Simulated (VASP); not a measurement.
# Cu (I4/mmm) in VASP: further runs

Runs on Cu. Level: PBE. Tasks: single point.

All numbers are computed with VASP 6.6.1; they aren't measurements. Logs are shortened: lines on timing, memory, paths and dates and some standing lists are left out, and cuts for length are marked.

**1. The cell of the first run**

It takes space group I4/mmm (No. 139, tetragonal). The conventional cell has a = 3.179 Å, b = 3.179 Å, c = 2.378 Å, α = 90.00°, β = 90.00°, γ = 90.00°. Cu (site symmetry 4/mmm) has 10 Cu at 2.38 to 2.54 Å within 3.1 Å.

**2. Single point, PBE**

The input, INCAR:

```
PREC = Accurate
ENCUT = 520
EDIFF = 1E-6
ISMEAR = 0
SIGMA = 0.15
LREAL = F
LASPH = T
NELM = 100
ALGO = Normal
ISIF = 2
LWAVE = F
LCHARG = F
GGA = PE
NBANDS = 12
```

The input, KPOINTS:

```
Automatic mesh
0
Gamma
  32 32 32
```

The input, POSCAR:

```
Cu
1.0
   -1.5894667710      1.5894667710      1.1888659112
    1.5894667710     -1.5894667710      1.1888659112
    1.5894667710      1.5894667710     -1.1888659112
Cu
1
Direct
    0.0000000000      0.0000000000      0.0000000000
```

Potentials or basis: VASP PAW PBE potentials, release 64 (Cu).

Started as:

```bash
$ cat potpaw_PBE.64/Cu/POTCAR > POTCAR
$ mpirun -np 1 vasp_std > vasp.out
```

OUTCAR:

```text
PREC = Accurate
   ENCUT = 520
   EDIFF = 1E-6
   ISMEAR = 0
   LREAL = F
   LASPH = T
   NELM = 100
   ISIF = 2
   GGA = PE

 ion  position               nearest neighbor table
   1  0.000  0.000  0.000-

  LATTYP: Found a body centered tetragonal cell.
 ALAT       =     3.1789335420
 C/A-ratio  =     0.7479652503

  Lattice vectors:

 A1 = (  -1.5894667710,   1.5894667710,   1.1888659112)
 A2 = (   1.5894667710,  -1.5894667710,   1.1888659112)
 A3 = (   1.5894667710,   1.5894667710,  -1.1888659112)

Analysis of symmetry for initial positions (statically):
=====================================================================
 Subroutine PRICEL returns:
 Original cell was already a primitive cell.

 Routine SETGRP: Setting up the symmetry group for a
 body centered tetragonal supercell.

 Subroutine GETGRP returns: Found 16 space group operations
 (whereof 16 operations were pure point group operations)
 out of a pool of 16 trial point group operations.

The static configuration has the point symmetry D_4h.

Analysis of symmetry for dynamics (positions and initial velocities):
=====================================================================
 Subroutine PRICEL returns:
 Original cell was already a primitive cell.

 Routine SETGRP: Setting up the symmetry group for a
 body centered tetragonal supercell.

 Subroutine GETGRP returns: Found 16 space group operations
 (whereof 16 operations were pure point group operations)
 out of a pool of 16 trial point group operations.

The dynamic configuration has the point symmetry D_4h.

 Subroutine INISYM returns: Found 16 space group operations
 (whereof 16 operations are pure point group operations),
 and found     1 'primitive' translations

----------------------------------------------------------------------------------------

                                     Primitive cell

  volume of cell :      12.0142

  direct lattice vectors                    reciprocal lattice vectors
    -1.589466771  1.589466771  1.188865911     0.000000000  0.314570905  0.420568876
     1.589466771 -1.589466771  1.188865911     0.314570905  0.000000000  0.420568876
     1.589466771  1.589466771 -1.188865911     0.314570905  0.314570905  0.000000000

  length of vectors
     2.542874631  2.542874631  2.542874631     0.525198090  0.525198090  0.444870440

  position of ions in fractional coordinates (direct lattice)
     0.000000000  0.000000000  0.000000000

  ion indices of the primitive-cell ions
   primitive index   ion index
[... 75 lines left out ...]
   EDIFFG = 0.1E-04   stopping-criterion for IOM
   NSW    =      0    number of steps for IOM
   IBRION =     -1    ionic relax: 0-MD 1-quasi-New 2-CG
   NFREE  =      0    steps in history (QN), initial steepest desc. (CG)
   ISIF   =      2    stress and relaxation
   ISYM   =      2    0-nonsym 1-usesym 2-fastsym
   POTIM  = 0.5000    time-step for ionic-motion
   TEBEG  =    0.0;   TEEND  =   0.0 temperature during run
   PSTRESS=    0.0 pullay stress
   NELECT =      11.0000    total number of electrons
   NUPDOWN=      -1.0000    fix difference up-down
   EMIN   =  10.00;   EMAX   =-10.00  energy-range for DOS
   EFERMI =   0.00;   METHOD = LEGACY
   ISMEAR =     0;   SIGMA  =   0.15  broadening in eV -4-tet -1-fermi 0-gaus
   EFERMI_NEDOS =   21; number of points for ismear=-14 and -15
   IALGO  =     38    algorithm
   IMIX   =      4    mixing-type and parameters
     AMIX     =   0.40;   BMIX     =  1.00
     AMIX_MAG =   1.60;   BMIX_MAG =  1.00
  volume/ion in A,a.u.               =      12.01        81.08
  Fermi-wavevector in a.u.,A,eV,Ry     =   1.589671  3.004042 34.382637  2.527053
  Thomas-Fermi vector in A             =   2.688484
   LORBIT       =      0    0 simple, 1 ext, 2 COOP (PROOUT), +10 PAW based schemes
   GGA     = PE    functional components
   LHFCALC =     F    Hartree Fock is set to
   AEXX    =    0.0000 exact exchange contribution
   IVDW    =     0    specifies the selected vdW correction
   LEPSILON=     F    determine dielectric tensor
   LRPA    =     F    only Hartree local field effects (RPA)
 non-spin polarized calculation
 Gauss-broadening in eV      SIGMA  =   0.15
  energy-cutoff  :      520.00
  volume of cell :       12.01
 maximum number of plane-waves:       337
   NGX =  9   NGY =  9   NGZ =  9

 number of electron      10.9999983 magnetization

 Free energy of the ion-electron system (eV)
  ---------------------------------------------------
  ext. energy  EPLUGINS =         0.00000000
  ---------------------------------------------------
  free energy    TOTEN  =        -3.61156632 eV

  energy without entropy =       -3.60804157  energy(sigma->0) =       -3.60980394

 E-fermi :   7.4041     XC(G=0): -12.6041

 val. band max:        7.4035979038   @ k =   0.2188   0.1562   0.1250
 cond. band min:       7.4068377975   @ k =   0.2500   0.1250   0.1250
 fundamental gap:      0.0032398937
 Fermi energy:         7.4040614885

 k-point     1 :       0.0000    0.0000    0.0000
  band No.  band energies     occupation
      1      -1.8393      2.00000
      2       3.6978      2.00000
      3       4.2214      2.00000
      4       4.9483      2.00000
      5       4.9483      2.00000
      6       5.6125      2.00000
      7      27.3216      0.00000
      8      27.3216      0.00000
      9      31.0240      0.00000
     10      32.8179      0.00000
     11      38.0104      0.00000
     12      38.0106      0.00000
[... 331 lines left out ...]
 k-point    24 :       0.2188    0.0312    0.0000
  band No.  band energies     occupation
      1       0.5271      2.00000
      2       3.7952      2.00000
      3       4.4111      2.00000
      4       4.9338      2.00000
      5       5.1217      2.00000
      6       5.3676      2.00000
      7      24.1732      0.00000
      8      24.6879      0.00000
      9      26.0677      0.00000
     10      29.7728      0.00000
     11      32.0593      0.00000
     12      35.6598      0.00000

 [... further k-points ...]
[... 5 lines left out ...]
  --------------------------------------------------------------------------------------
  -------------------------------------------------------------------------------------
  Total       -0.1988658     -0.1988658      1.5033215      0.0000000     -0.0000000      0.0000000
  in kB      -26.5200827    -26.5200827    200.4779853      0.0000000     -0.0000000      0.0000000
  external PRESSURE =      49.1459399 kB  Pullay stress =       0.0000000 kB

 VOLUME and BASIS-vectors are now :
 -----------------------------------------------------------------------------
  energy-cutoff  :      520.00
  volume of cell :       12.01
      direct lattice vectors                 reciprocal lattice vectors
    -1.589466771  1.589466771  1.188865911     0.000000000  0.314570905  0.420568876
     1.589466771 -1.589466771  1.188865911     0.314570905  0.000000000  0.420568876
     1.589466771  1.589466771 -1.188865911     0.314570905  0.314570905  0.000000000

 POSITION                                       TOTAL-FORCE (eV/Angst)
 -----------------------------------------------------------------------------------
      0.00000      0.00000      0.00000        -0.000000     -0.000000      0.000000
 -----------------------------------------------------------------------------------
    total drift:                                0.000000      0.000000      0.000000

  FREE ENERGIE OF THE ION-ELECTRON SYSTEM (eV)
  ---------------------------------------------------
  free  energy   TOTEN  =        -3.6115663187 eV

  energy  without entropy=       -3.6080415675  energy(sigma->0) =       -3.60980394
```

stdout:

```text
POSCAR found type information on POSCAR Cu
 POSCAR found :  1 types and       1 ions
 scaLAPACK will be used
 LDA part: xc-table for (Slater+PW92), standard interpolation
 POSCAR, INCAR and KPOINTS ok, starting setup
 FFT: planning ... GRIDC
 FFT: planning ... GRID_SOFT
 FFT: planning ... GRID
 WAVECAR not read
 entering main loop
```

Run time: 1.8 min. Hardware: 1 thread of Intel Xeon 6975P-C (Granite Rapids), shared host; peak memory 0.42 GiB.

What came out:

* Free energy: -3.6116 eV
* Pressure: 4.9 GPa

Stress tensor (GPa, compression positive):
```
-2.65  0.00  0.00
 0.00 -2.65  0.00
 0.00  0.00 20.05
```

Levels at points of the mesh, in eV from the Fermi level:
| k point | band 4 | band 5 | band 6 | band 7 | band 8 | band 9 |
| --- | --- | --- | --- | --- | --- | --- |
| (0.00, 0.00, 0.00) | -2.46 | -2.46 | -1.79 | 19.92 | 19.92 | 23.62 |
| (0.50, 0.00, 0.00) | -1.58 | -1.42 | 0.55 | 5.84 | 15.42 | 15.54 |
| (0.50, 0.50, 0.00) | -2.29 | -1.79 | -1.48 | 2.40 | 23.40 | 24.55 |
| (0.50, 0.50, 0.50) | -1.58 | -1.41 | 4.87 | 4.87 | 10.72 | 10.90 |

**3. Single point, PBE**

The input, INCAR:

```
SYSTEM = Cu
PREC = Accurate ; ENCUT = 520
EDIFF = 1E-7 ; ISMEAR = 0
SIGMA = 0.15 ; LREAL = .FALSE.
LASPH = .TRUE. ; NELM = 100
ALGO = Normal ; ISIF = 2
LWAVE = .FALSE. ; LCHARG = .FALSE.
GGA = PE ; NBANDS = 12
```

The input, KPOINTS:

```
regular mesh
0
G
  32 32 32
  0 0 0
```

The input, POSCAR:

```
Cu
1.0
   -1.5171161783      1.5171161783      1.3049627093
    1.5171161783     -1.5171161783      1.3049627093
    1.5171161783      1.5171161783     -1.3049627093
Cu
1
Direct
    0.0000000000      0.0000000000      0.0000000000
```

Potentials or basis: VASP PAW PBE potentials, release 64 (Cu).

Started as:

```bash
$ cat potpaw_PBE.64/Cu/POTCAR > POTCAR
$ mpirun -np 1 vasp_std > vasp.out
```

OUTCAR:

```text
SYSTEM = Cu
   PREC = Accurate
   ENCUT = 520
   EDIFF = 1E-7
   ISMEAR = 0
   LREAL = .FALSE.
   LASPH = .TRUE.
   NELM = 100
   ISIF = 2
   GGA = PE

 ion  position               nearest neighbor table
   1  0.000  0.000  0.000-

  LATTYP: Found a body centered tetragonal cell.
 ALAT       =     3.0342323566
 C/A-ratio  =     0.8601600378

  Lattice vectors:

 A1 = (  -1.5171161783,   1.5171161783,   1.3049627093)
 A2 = (   1.5171161783,  -1.5171161783,   1.3049627093)
 A3 = (   1.5171161783,   1.5171161783,  -1.3049627093)

Analysis of symmetry for initial positions (statically):
=====================================================================
 Subroutine PRICEL returns:
 Original cell was already a primitive cell.

 Routine SETGRP: Setting up the symmetry group for a
 body centered tetragonal supercell.

 Subroutine GETGRP returns: Found 16 space group operations
 (whereof 16 operations were pure point group operations)
 out of a pool of 16 trial point group operations.

The static configuration has the point symmetry D_4h.

Analysis of symmetry for dynamics (positions and initial velocities):
[... 170 lines left out ...]
      5       4.8747      2.00000
      6       5.5384      2.00000
      7      30.0152      0.00000
      8      30.0152      0.00000
      9      33.6872      0.00000
     10      34.4737      0.00000
     11      34.9868      0.00000
     12      35.9130      0.00000
[... 331 lines left out ...]
 k-point    24 :       0.2187    0.0313   -0.0000
  band No.  band energies     occupation
      1       0.3152      2.00000
      2       3.8792      2.00000
      3       4.3545      2.00000
      4       4.9971      2.00000
      5       5.2667      2.00000
      6       5.3070      2.00000
      7      22.7547      0.00000
      8      26.1768      0.00000
      9      27.2326      0.00000
     10      29.3426      0.00000
     11      31.6180      0.00000
     12      35.8954      0.00000

 [... further k-points ...]

------------------------ aborting loop because EDIFF is reached ----------------------------------------

  FORCE on cell =-STRESS in cart. coord.  units (eV):
  Direction    XX          YY          ZZ          XY          YZ          ZX
  --------------------------------------------------------------------------------------
  -------------------------------------------------------------------------------------
  Total        0.0017833      0.0017833      0.2423580      0.0000000      0.0000000      0.0000000
  in kB        0.2378131      0.2378131     32.3200611      0.0000000      0.0000000      0.0000000
  external PRESSURE =      10.9318958 kB  Pullay stress =       0.0000000 kB

 VOLUME and BASIS-vectors are now :
 -----------------------------------------------------------------------------
  energy-cutoff  :      520.00
  volume of cell :       12.01
      direct lattice vectors                 reciprocal lattice vectors
    -1.517116178  1.517116178  1.304962709     0.000000000  0.329572651  0.383152711
     1.517116178 -1.517116178  1.304962709     0.329572651  0.000000000  0.383152711
     1.517116178  1.517116178 -1.304962709     0.329572651  0.329572651  0.000000000

 POSITION                                       TOTAL-FORCE (eV/Angst)
 -----------------------------------------------------------------------------------
      0.00000      0.00000      0.00000        -0.000000      0.000000      0.000000
 -----------------------------------------------------------------------------------
    total drift:                                0.000000      0.000000      0.000000

  FREE ENERGIE OF THE ION-ELECTRON SYSTEM (eV)
  ---------------------------------------------------
  free  energy   TOTEN  =        -3.6890688967 eV

  energy  without entropy=       -3.6850451805  energy(sigma->0) =       -3.68705704
```

OSZICAR:

```text
N       E                     dE             d eps       ncg     rms          rms(c)
DAV:   1     0.429333353072E+02    0.42933E+02   -0.53881E+03 63620   0.153E+03
DAV:   2    -0.322037070664E+01   -0.46154E+02   -0.42490E+02 59312   0.204E+02
DAV:   3    -0.457341031757E+01   -0.13530E+01   -0.13447E+01 66724   0.401E+01
DAV:   4    -0.458180144256E+01   -0.83911E-02   -0.83900E-02 64916   0.280E+00
DAV:   5    -0.458188268113E+01   -0.81239E-04   -0.81239E-04 67304   0.280E-01    0.762E+00
DAV:   6    -0.407963080177E+01    0.50225E+00   -0.14361E+01 67296   0.717E+01    0.400E+00
DAV:   7    -0.370129378198E+01    0.37834E+00   -0.23199E+00 67476   0.289E+01    0.577E-01
DAV:   8    -0.369059005892E+01    0.10704E-01   -0.46337E-03 66516   0.956E-01    0.296E-01
DAV:   9    -0.368907259625E+01    0.15175E-02   -0.95370E-03 69976   0.169E+00    0.357E-02
DAV:  10    -0.368906959768E+01    0.29986E-05   -0.71370E-05 86188   0.146E-01    0.680E-03
DAV:  11    -0.368906892600E+01    0.67168E-06   -0.51483E-07 69332   0.103E-02    0.652E-04
DAV:  12    -0.368906889671E+01    0.29292E-07   -0.39585E-08 38680   0.326E-03
   1 F= -.36890689E+01 E0= -.36870570E+01  d E =-.402372E-02
```

stdout:

```text
POSCAR found type information on POSCAR Cu
 POSCAR found :  1 types and       1 ions
 scaLAPACK will be used
 LDA part: xc-table for (Slater+PW92), standard interpolation
 POSCAR, INCAR and KPOINTS ok, starting setup
 FFT: planning ... GRIDC
 FFT: planning ... GRID_SOFT
 FFT: planning ... GRID
 WAVECAR not read
 entering main loop
```

It took 1.9 min on 1 thread of Intel Xeon 6975P-C (Granite Rapids), shared host; peak memory 0.43 GiB.

What came out:

- Free energy: -3.6891 eV
- Pressure: 1.1 GPa

[end of part 1 of 2]
